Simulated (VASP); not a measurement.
Set up this calculation in VASP 6.6.1, as the native input.

```
Task                   : single point
Functional             : PBE
Potentials or basis    : VASP PAW PBE potentials, release 64 (Al)
Cutoff                 : 520 eV
k mesh                 : 15 × 15 × 20
Occupations            : gaussian, width 0.1 eV
Spin                   : no spin polarisation
Dipole correction      : no
Further INCAR settings : ALGO = Normal; EDIFF = 1e-06; NBANDS = 10
```

The structure of Al lies in POSCAR:

```
Al
1.0
    4.5461847764      0.0000000000      0.0000000000
   -2.2730923882      3.9371115066      0.0000000000
    0.0000000000      0.0000000000      2.7536756736
Al
2
Direct
    0.3333333333      0.6666666667      0.5000000000
    0.6666666667      0.3333333333      0.5000000000
```

These files were run (other wordings do the same):

INCAR

```
SYSTEM = Al
ALGO = Normal ; EDIFF = 1E-6
ENCUT = 520 ; GGA = PE
ISIF = 2 ; ISMEAR = 0
LASPH = .TRUE. ; LCHARG = .FALSE.
LREAL = .FALSE. ; LWAVE = .FALSE.
NBANDS = 10 ; NELM = 100
PREC = Accurate ; SIGMA = 0.1
```

KPOINTS

```
k-points
0
G
  15 15 20
  0 0 0
```

Potentials or basis: VASP PAW PBE potentials, release 64 (Al).

Command:

```console
$ cat potpaw_PBE.64/Al/POTCAR > POTCAR
$ mpirun -np 1 vasp_std > vasp.out
```

Results of the run:

```json
{"Pressure": "0.0 GPa", "Band gap on the k mesh": "zero (band 3 reaches 6.31 eV, above the bottom of band 4 at 2.51 eV)"}
```

Wall time 66 s on 1 thread of Intel(R) Xeon(R) Platinum 8259CL CPU @ 2.50GHz (Skylake/Cascade Lake), with other jobs on the host, peak memory 0.25 GiB.
